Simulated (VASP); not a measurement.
Wanted: the native input for a VASP 6.6.1 run.

```
Task                   : single point
Functional             : PBEsol
Dispersion             : D3(BJ)
Potentials or basis    : VASP PAW PBE potentials, release 64 (Hf_pv, N)
Cutoff                 : 520 eV
k mesh                 : 9 × 9 × 5
Occupations            : fermi-dirac, width 0.15 eV
Spin                   : no spin polarisation
Dipole correction      : no
Further INCAR settings : ALGO = Normal; EDIFF = 1e-06; NBANDS = 23
```

The structure of HfN lies in POSCAR:

```
HfN
1.0
    3.1045613835      0.0000000000      0.0000000000
   -1.5522806918      2.6886290257      0.0000000000
    0.0000000000      0.0000000000      5.3651771443
Hf N
2 2
Direct
    0.6666666667      0.3333333333      0.7500000000
    0.3333333333      0.6666666667      0.2500000000
    0.0000000000      0.0000000000      0.0000000000
    0.0000000000      0.0000000000      0.5000000000
```

These files were run (other wordings do the same):

INCAR

```
SYSTEM = HfN
ALGO = Normal
EDIFF = 1E-6
ENCUT = 520
GGA = PS
ISIF = 2
ISMEAR = -1
IVDW = 12
LASPH = .TRUE.
LCHARG = .FALSE.
LREAL = .FALSE.
LWAVE = .FALSE.
NBANDS = 23
NELM = 100
PREC = Accurate
SIGMA = 0.15
```

KPOINTS

```
k-points
0
G
  9 9 5
  0 0 0
```

Potentials or basis: VASP PAW PBE potentials, release 64 (Hf_pv, N).

Command:

```sh
$ cat potpaw_PBE.64/Hf_pv/POTCAR potpaw_PBE.64/N/POTCAR > POTCAR
$ mpirun -np 1 vasp_std > vasp.out
```

Results of the run:

* Pressure: -2.1 GPa
* Band gap on the k mesh: zero (band 15 reaches 9.51 eV, above the bottom of band 16 at 7.76 eV)
* Dispersion energy per atom: -0.400 eV

Caveat: the PAW data sets were made with another functional, which shifts forces and pressure a little; spin-orbit coupling is left out, which moves the levels of the heavy elements; pairwise dispersion overbinds metals, which lowers pressure and volume.

Wall time 24 s on 1 thread of Intel(R) Xeon(R) Platinum 8259CL CPU @ 2.50GHz (Skylake/Cascade Lake), with other jobs on the host, peak memory 0.18 GiB.
